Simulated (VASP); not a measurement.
Here is a VASP 6.6.1 calculation.

The input INCAR:

```
ALGO = Fast
EDIFF = 1E-6
ENCUT = 520
GGA = PS
ISIF = 2
ISMEAR = 0
LASPH = T
LCHARG = F
LREAL = F
LWAVE = F
NBANDS = 12
NELM = 60
PREC = Accurate
SIGMA = 0.15
```

The input KPOINTS:

```
k-points
0
Gamma
  18 18 18
```

POSCAR

```
P
1.0
   -1.6238496414      2.4145584358      1.8589441358
    1.6238496414     -2.4145584358      1.8589441358
    1.6238496414      2.4145584358     -1.8589441358
P
2
Direct
    0.8033091100      0.0533091100      0.7500000000
    0.1966908900      0.9466908900      0.2500000000
```

Potentials or basis: VASP PAW PBE potentials, release 64 (P).

Run with:

```console
$ cat potpaw_PBE.64/P/POTCAR > POTCAR
$ mpirun -np 1 vasp_std > vasp.out
```

Problem. Predict the largest force.

Solution. 0.873 eV/Å.

Problem. What does it give for the band gap on the k mesh?

Solution. Zero (bands 5 and 6 overlap by 1.09 eV).

Forces in eV/Å, atoms in the order of the input:
```
P    0.000  0.000 -0.873
P    0.000  0.000  0.873
```

Caveat: the cell differs from its parent crystal (strain -0.040 along x and y, +0.000 along z); the PAW data sets were made with another functional, which shifts forces and pressure a little.
